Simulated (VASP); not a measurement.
Here is a VASP 6.6.1 calculation.

Contents of INCAR:

```
SYSTEM = ZrB
PREC     = Accurate       ! precision mode
ENCUT    = 520            ! plane-wave cutoff, eV
EDIFF    = 1E-6           ! SCF threshold, eV
ISMEAR   = 0              ! smearing method
SIGMA    = 0.15           ! smearing width, eV
LREAL    = .FALSE.        ! projectors in reciprocal space
LASPH    = .TRUE.         ! aspherical terms in the spheres
NELM     = 100            ! most SCF steps
ALGO     = Normal         ! electronic algorithm
ISIF     = 2              ! what is computed and relaxed
LWAVE    = .FALSE.        ! write WAVECAR
LCHARG   = .FALSE.        ! write CHGCAR
GGA      = CA             ! functional
NBANDS   = 14             ! bands
```

File KPOINTS:

```
Automatic mesh
0
G
  16 16 16
  0 0 0
```

File POSCAR:

```
ZrB
1.0
    0.0000000000      2.4153850465      2.1496926914
    2.5281835282      0.0000000000      2.1496926914
    2.5281835282      2.4153850465      0.0000000000
Zr B
1 1
Direct
    0.0000000000      0.0000000000      0.0000000000
    0.5000000000      0.5000000000      0.5000000000
```

Potentials or basis: VASP PAW LDA potentials, release 64 (Zr_sv, B).

Command:

```bash
$ cat potpaw_LDA.64/Zr_sv/POTCAR potpaw_LDA.64/B/POTCAR > POTCAR
$ mpirun -np 1 vasp_std > vasp.out
```

Task: Predict the pressure.

Result: 18.4 GPa.

Stress tensor (GPa, compression positive):
```
-6.54  0.00  0.00
 0.00  9.67  0.00
 0.00  0.00 51.98
```

Caveat: the cell differs from its parent crystal (normal strain along x +0.0467, normal strain along z -0.1100).
